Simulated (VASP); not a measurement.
# NaI (I4/mmm) in VASP: a series of runs, part 2 of 3

VASP 6.6.1.

## (4) Single point, PBE (strain +0.000 along x and y, -0.015 along z)

Contents of INCAR:

```
SYSTEM = NaI
ALGO = Normal
EDIFF = 1E-6
ENCUT = 520
GGA = PE
ISIF = 2
ISMEAR = 0
LASPH = .True.
LCHARG = .False.
LREAL = .False.
LWAVE = .False.
NBANDS = 14
NELM = 60
PREC = Accurate
SIGMA = 0.05
```

Contents of KPOINTS:

```
k-points
0
Gamma
  6 6 6
  0 0 0
```

Contents of POSCAR:

```
NaI
1.0
    0.0000000000      3.2364000000      3.1878540000
    3.2364000000      0.0000000000      3.1878540000
    3.2364000000      3.2364000000      0.0000000000
Na I
1 1
Direct
    0.0000000000      0.0000000000      0.0000000000
    0.5000000000      0.5000000000      0.5000000000
```

Potentials or basis: VASP PAW PBE potentials, release 64 (Na_pv, I).

On the command line:

```console
> cat potpaw_PBE.64/Na_pv/POTCAR potpaw_PBE.64/I/POTCAR > POTCAR
> mpirun -np 1 vasp_std > vasp.out
```

OUTCAR:

```text
SYSTEM = NaI
   EDIFF = 1E-6
   ENCUT = 520
   GGA = PE
   ISIF = 2
   ISMEAR = 0
   LASPH = .True.
   LREAL = .False.
   NELM = 60
   PREC = Accurate

 ion  position               nearest neighbor table
   1  0.000  0.000  0.000-
   2  0.500  0.500  0.500-

  LATTYP: Found a body centered tetragonal cell.
 ALAT       =     4.5769607733
 C/A-ratio  =     1.3930003589

  Lattice vectors:

 A1 = (   0.0000000000,  -3.2364000000,  -3.1878540000)
[... 585 lines left out ...]
      8       5.9701      0.00000
      9       7.0901      0.00000
     10       9.5293      0.00000
     11      10.5154      0.00000
     12      11.8094      0.00000
     13      13.4636      0.00000
     14      14.1525      0.00000

 [... further k-points ...]
[... 5 lines left out ...]
  --------------------------------------------------------------------------------------
  -------------------------------------------------------------------------------------
  Total        0.2413425      0.2413425      0.4208073      0.0000000      0.0000000      0.0000000
  in kB        5.7901726      5.7901726     10.0958066      0.0000000      0.0000000      0.0000000
  external PRESSURE =       7.2253839 kB  Pullay stress =       0.0000000 kB

 VOLUME and BASIS-vectors are now :
 -----------------------------------------------------------------------------
  energy-cutoff  :      520.00
  volume of cell :       66.78
      direct lattice vectors                 reciprocal lattice vectors
     0.000000000  3.236400000  3.187854000    -0.154492646  0.154492646  0.156845326
     3.236400000  0.000000000  3.187854000     0.154492646 -0.154492646  0.156845326
     3.236400000  3.236400000  0.000000000     0.154492646  0.154492646 -0.156845326

 POSITION                                       TOTAL-FORCE (eV/Angst)
 -----------------------------------------------------------------------------------
      0.00000      0.00000      0.00000        -0.000000      0.000000     -0.000000
      3.23640      3.23640      3.18785         0.000000     -0.000000      0.000000
 -----------------------------------------------------------------------------------
    total drift:                                0.000000      0.000000      0.000000

  FREE ENERGIE OF THE ION-ELECTRON SYSTEM (eV)
  ---------------------------------------------------
  free  energy   TOTEN  =        -5.3803983067 eV

  energy  without entropy=       -5.3803983067  energy(sigma->0) =       -5.38039831
```

OSZICAR:

```text
N       E                     dE             d eps       ncg     rms          rms(c)
DAV:   1     0.819983213328E+02    0.81998E+02   -0.66744E+03   840   0.891E+02
DAV:   2     0.922203223924E+00   -0.81076E+02   -0.75310E+02   882   0.222E+02
DAV:   3    -0.529913371096E+01   -0.62213E+01   -0.61861E+01  1104   0.598E+01
DAV:   4    -0.544249748327E+01   -0.14336E+00   -0.14333E+00  1102   0.928E+00
DAV:   5    -0.544612756230E+01   -0.36301E-02   -0.36300E-02  1110   0.143E+00    0.164E+00
DAV:   6    -0.538676602750E+01    0.59362E-01   -0.68418E-02  1038   0.154E+00    0.111E+00
DAV:   7    -0.537841795471E+01    0.83481E-02   -0.63584E-02  1020   0.130E+00    0.611E-01
DAV:   8    -0.538041886582E+01   -0.20009E-02   -0.51681E-03   990   0.571E-01    0.180E-01
DAV:   9    -0.538038342207E+01    0.35444E-04   -0.20992E-04  1032   0.126E-01    0.375E-02
DAV:  10    -0.538039735442E+01   -0.13932E-04   -0.34693E-05  1050   0.596E-02    0.109E-02
DAV:  11    -0.538039830672E+01   -0.95230E-06   -0.40616E-06  1080   0.194E-02
   1 F= -.53803983E+01 E0= -.53803983E+01  d E =-.642764E-18
```

stdout:

```text
POSCAR found type information on POSCAR NaI
 POSCAR found :  2 types and       2 ions
 scaLAPACK will be used
 LDA part: xc-table for (Slater+PW92), standard interpolation
 POSCAR, INCAR and KPOINTS ok, starting setup
 FFT: planning ... GRIDC
 FFT: planning ... GRID_SOFT
 FFT: planning ... GRID
 WAVECAR not read
 entering main loop
```

Run time: 44 s. Hardware: 1 thread of AMD EPYC 7R13, shared host; peak memory 0.18 GiB.

What came out:

| Quantity | Value |
| --- | --- |
| Free energy | -5.3804 eV |
| Pressure | 0.7 GPa |
| Band gap on the k mesh | 3.68 eV |

Stress tensor (GPa, compression positive):
```
0.58 0.00 0.00
0.00 0.58 0.00
0.00 0.00 1.01
```

Caveat: the cell differs from its parent crystal (strain +0.000 along x and y, -0.015 along z); spin-orbit coupling is left out, which moves the levels of the heavy elements.

## (5) Single point, PBE (strain -0.015 along x and y, +0.015 along z)

Contents of INCAR:

```
ALGO = Normal ; EDIFF = 1E-7
ENCUT = 520 ; GGA = PE
ISIF = 2 ; ISMEAR = 0
LASPH = True ; LCHARG = False
LREAL = False ; LWAVE = False
NBANDS = 14 ; NELM = 60
PREC = Accurate ; SIGMA = 0.05
```

Contents of KPOINTS:

```
k-points
0
Gamma
  6 6 6
```

Contents of POSCAR:

```
NaI
1.0
    0.0000000000      3.1878540000      3.2849460000
    3.1878540000      0.0000000000      3.2849460000
    3.1878540000      3.1878540000      0.0000000000
Na I
1 1
Direct
    0.0000000000      0.0000000000      0.0000000000
    0.5000000000      0.5000000000      0.5000000000
```

Potentials or basis: VASP PAW PBE potentials, release 64 (Na_pv, I).

On the command line:

```console
> cat potpaw_PBE.64/Na_pv/POTCAR potpaw_PBE.64/I/POTCAR > POTCAR
> mpirun -np 1 vasp_std > vasp.out
```

OUTCAR:

```text
EDIFF = 1E-7
   ENCUT = 520
   GGA = PE
   ISIF = 2
   ISMEAR = 0
   LASPH = True
   LREAL = False
   NELM = 60
   PREC = Accurate

 ion  position               nearest neighbor table
   1  0.000  0.000  0.000-
   2  0.500  0.500  0.500-

  LATTYP: Found a body centered tetragonal cell.
 ALAT       =     4.5083063617
 C/A-ratio  =     1.4572860567

  Lattice vectors:

 A1 = (  -3.1878540000,   0.0000000000,   3.2849460000)
 A2 = (   3.1878540000,   0.0000000000,   3.2849460000)
 A3 = (   0.0000000000,   3.1878540000,  -3.2849460000)

Analysis of symmetry for initial positions (statically):
=====================================================================
 Subroutine PRICEL returns:
 Original cell was already a primitive cell.

 Routine SETGRP: Setting up the symmetry group for a
 body centered tetragonal supercell.

 Subroutine GETGRP returns: Found 16 space group operations
 (whereof 16 operations were pure point group operations)
 out of a pool of 16 trial point group operations.

The static configuration has the point symmetry D_4h.

Analysis of symmetry for dynamics (positions and initial velocities):
=====================================================================
 Subroutine PRICEL returns:
 Original cell was already a primitive cell.

 Routine SETGRP: Setting up the symmetry group for a
 body centered tetragonal supercell.

 Subroutine GETGRP returns: Found 16 space group operations
 (whereof 16 operations were pure point group operations)
 out of a pool of 16 trial point group operations.

The dynamic configuration has the point symmetry D_4h.

 Subroutine INISYM returns: Found 16 space group operations
 (whereof 16 operations are pure point group operations),
 and found     1 'primitive' translations

----------------------------------------------------------------------------------------

                                     Primitive cell

  volume of cell :      66.7660

  direct lattice vectors                    reciprocal lattice vectors
     0.000000000  3.187854000  3.284946000    -0.156845326  0.156845326  0.152209504
     3.187854000  0.000000000  3.284946000     0.156845326 -0.156845326  0.152209504
     3.187854000  3.187854000  0.000000000     0.156845326  0.156845326 -0.152209504

  length of vectors
     4.577475652  4.577475652  4.508306362     0.269014211  0.269014211  0.269014211

  position of ions in fractional coordinates (direct lattice)
     0.000000000  0.000000000  0.000000000
     0.500000000  0.500000000  0.500000000

  ion indices of the primitive-cell ions
   primitive index   ion index
                 1           1
                 2           2

----------------------------------------------------------------------------------------

 KPOINTS: k-points

Automatic generation of k-mesh.
 Grid dimensions read from file:
 generate k-points for:    6    6    6

 Generating k-lattice:

  Cartesian coordinates                     Fractional coordinates (reciprocal lattice)
    -0.026140888  0.026140888  0.025368251     0.166666667  0.000000000  0.000000000
     0.026140888 -0.026140888  0.025368251     0.000000000  0.166666667  0.000000000
     0.026140888  0.026140888 -0.025368251     0.000000000  0.000000000  0.166666667

  Length of vectors
     0.044835702  0.044835702  0.044835702

  Shift w.r.t. Gamma in fractional coordinates (k-lattice)
     0.000000000  0.000000000  0.000000000

 Subroutine IBZKPT returns following result:
 ===========================================

 Found     30 irreducible k-points:

 Following reciprocal coordinates:
            Coordinates               Weight
  0.000000  0.000000  0.000000      1.000000
  0.166667  0.000000  0.000000      8.000000
  0.333333 -0.000000  0.000000      8.000000
  0.500000  0.000000  0.000000      4.000000
  0.166667  0.166667  0.000000      2.000000
  0.333333  0.166667  0.000000      8.000000
[... 16 lines left out ...]
  0.333333  0.000000  0.333333      4.000000
  0.500000  0.000000  0.333333     16.000000
 [... further k-points ...]
   k-points           NKPTS =     30   k-points in BZ     NKDIM =     30   number of bands    NBANDS=     14
   number of dos      NEDOS =    301   number of ions     NIONS =      2
   total plane-waves  NPLWV =  46656
   dimension x,y,z NGX =    36 NGY =   36 NGZ =   36
   dimension x,y,z NGXF=    72 NGYF=   72 NGZF=   72
   ions per type =               1   1
   NGX,Y,Z   is equivalent  to a cutoff of  13.07, 13.07, 13.28 a.u.
   NGXF,Y,Z  is equivalent  to a cutoff of  26.15, 26.15, 26.55 a.u.
 SYSTEM =  unknown system
   PREC   = accura    normal or accurate (medium, high low for compatibility)
   ISTART =      0    job   : 0-new  1-cont  2-samecut
   ICHARG =      2    charge: 1-file 2-atom 10-const
   ISPIN  =      1    spin polarized calculation?
   LNONCOLLINEAR =      F non collinear calculations
   LSORBIT =      F    spin-orbit coupling
   LASPH  =      T    aspherical Exc in radial PAW
   ENCUT  =  520.0 eV  38.22 Ry    6.18 a.u.   8.51  8.51  8.38*2*pi/ulx,y,z
   NELM   =     60;   NELMIN=  2; NELMDL= -5     # of ELM steps
   EDIFF  = 0.1E-06   stopping-criterion for ELM
   LREAL  =      F    real-space projection
   EDIFFG = 0.1E-05   stopping-criterion for IOM
   NSW    =      0    number of steps for IOM
   IBRION =     -1    ionic relax: 0-MD 1-quasi-New 2-CG
   NFREE  =      0    steps in history (QN), initial steepest desc. (CG)
   ISIF   =      2    stress and relaxation
   ISYM   =      2    0-nonsym 1-usesym 2-fastsym
   POTIM  = 0.5000    time-step for ionic-motion
   TEBEG  =    0.0;   TEEND  =   0.0 temperature during run
   PSTRESS=    0.0 pullay stress
   NELECT =      14.0000    total number of electrons
   NUPDOWN=      -1.0000    fix difference up-down
   EMIN   =  10.00;   EMAX   =-10.00  energy-range for DOS
   EFERMI =   0.00;   METHOD = LEGACY
   ISMEAR =     0;   SIGMA  =   0.05  broadening in eV -4-tet -1-fermi 0-gaus
   EFERMI_NEDOS =   21; number of points for ismear=-14 and -15
   IALGO  =     38    algorithm
   IMIX   =      4    mixing-type and parameters
     AMIX     =   0.40;   BMIX     =  1.00
     AMIX_MAG =   1.60;   BMIX_MAG =  1.00
  volume/ion in A,a.u.               =      33.38       225.28
  Fermi-wavevector in a.u.,A,eV,Ry     =   0.972596  1.837940 12.870336  0.945943
  Thomas-Fermi vector in A             =   2.102907
   LORBIT       =      0    0 simple, 1 ext, 2 COOP (PROOUT), +10 PAW based schemes
   GGA     = PE    functional components
   LHFCALC =     F    Hartree Fock is set to
   AEXX    =    0.0000 exact exchange contribution
   IVDW    =     0    specifies the selected vdW correction
   LEPSILON=     F    determine dielectric tensor
   LRPA    =     F    only Hartree local field effects (RPA)
 non-spin polarized calculation
 Gauss-broadening in eV      SIGMA  =   0.05
  energy-cutoff  :      520.00
  volume of cell :       66.77
 maximum number of plane-waves:      1849
 NGX is ok and might be reduce to    36
   NGX = 17   NGY = 17   NGZ = 17

 number of electron      13.9999996 magnetization

 Free energy of the ion-electron system (eV)
  ---------------------------------------------------
  ext. energy  EPLUGINS =         0.00000000
  ---------------------------------------------------
  free energy    TOTEN  =        -5.37785404 eV

  energy without entropy =       -5.37785404  energy(sigma->0) =       -5.37785404

 E-fermi :   1.1867     XC(G=0):  -7.7653

 val. band max:        0.9346012845   @ k =   0.0000   0.0000   0.0000
 cond. band min:       4.5978322005   @ k =   0.0000   0.0000   0.0000
 fundamental gap:      3.6632309160
 Fermi energy:         1.1867125884

 k-point     1 :       0.0000    0.0000    0.0000
  band No.  band energies     occupation
      1     -21.5078      2.00000
      2     -21.5052      2.00000
      3     -21.5052      2.00000
      4     -10.1444      2.00000
      5       0.9027      2.00000
      6       0.9027      2.00000
      7       0.9346      2.00000
      8       4.5978      0.00000
      9       8.7148      0.00000
     10       8.9143      0.00000
     11       8.9143      0.00000
     12      10.5131      0.00000
     13      10.8555      0.00000
     14      11.3657      0.00000
[... 375 lines left out ...]
 k-point    24 :       0.5000    0.0000    0.3333
  band No.  band energies     occupation
      1     -21.5099      2.00000
      2     -21.5088      2.00000
      3     -21.5072      2.00000
      4      -9.7481      2.00000
      5      -0.9094      2.00000
      6      -0.0901      2.00000
      7       0.2423      2.00000
      8       5.9540      0.00000
      9       7.0461      0.00000
     10       9.5780      0.00000
     11      10.4706      0.00000
     12      11.8156      0.00000
     13      13.4037      0.00000
     14      14.0811      0.00000

 [... further k-points ...]
[... 5 lines left out ...]
  --------------------------------------------------------------------------------------
  -------------------------------------------------------------------------------------
  Total        0.4198002      0.4198002      0.0871896      0.0000000     -0.0000000      0.0000000
  in kB       10.0739123     10.0739123      2.0922815      0.0000000     -0.0000000      0.0000000
  external PRESSURE =       7.4133687 kB  Pullay stress =       0.0000000 kB

 VOLUME and BASIS-vectors are now :
 -----------------------------------------------------------------------------
  energy-cutoff  :      520.00
  volume of cell :       66.77
      direct lattice vectors                 reciprocal lattice vectors
     0.000000000  3.187854000  3.284946000    -0.156845326  0.156845326  0.152209504
     3.187854000  0.000000000  3.284946000     0.156845326 -0.156845326  0.152209504
     3.187854000  3.187854000  0.000000000     0.156845326  0.156845326 -0.152209504

 POSITION                                       TOTAL-FORCE (eV/Angst)
 -----------------------------------------------------------------------------------
      0.00000      0.00000      0.00000        -0.000000      0.000000      0.000000
      3.18785      3.18785      3.28495         0.000000     -0.000000      0.000000
 -----------------------------------------------------------------------------------
    total drift:                                0.000000      0.000000      0.000000

  FREE ENERGIE OF THE ION-ELECTRON SYSTEM (eV)
  ---------------------------------------------------
  free  energy   TOTEN  =        -5.3778540402 eV

  energy  without entropy=       -5.3778540402  energy(sigma->0) =       -5.37785404
```

It took 24 s on 1 thread of Intel Xeon Platinum 8259CL at 2.50GHz (Skylake/Cascade Lake), shared host; peak memory 0.21 GiB.

Results:

| Quantity | Value |
| --- | --- |
| Free energy | -5.3779 eV |
| Pressure | 0.7 GPa |
| Band gap on the k mesh | 3.66 eV |

Levels at points of the mesh, in eV from the valence-band top:
```tsv
k point	band 4	band 5	band 6	band 7	band 8	band 9	band 10	band 11
(0.00, 0.00, 0.00)	-11.08	-0.03	-0.03	0.00	3.66	7.78	7.98	7.98
(0.50, 0.00, 0.00)	-10.75	-2.26	-0.34	-0.28	5.07	7.33	7.56	8.83
(0.50, 0.50, 0.00)	-10.69	-1.98	-0.74	-0.74	4.52	5.56	9.80	11.46
(0.50, 0.00, 0.50)	-10.66	-1.97	-0.87	-0.75	4.48	5.49	10.02	11.09
```

Caveat: the cell differs from its parent crystal (strain -0.015 along x and y, +0.015 along z); spin-orbit coupling is left out, which moves the levels of the heavy elements.

(Continued in part 3 of 3.)
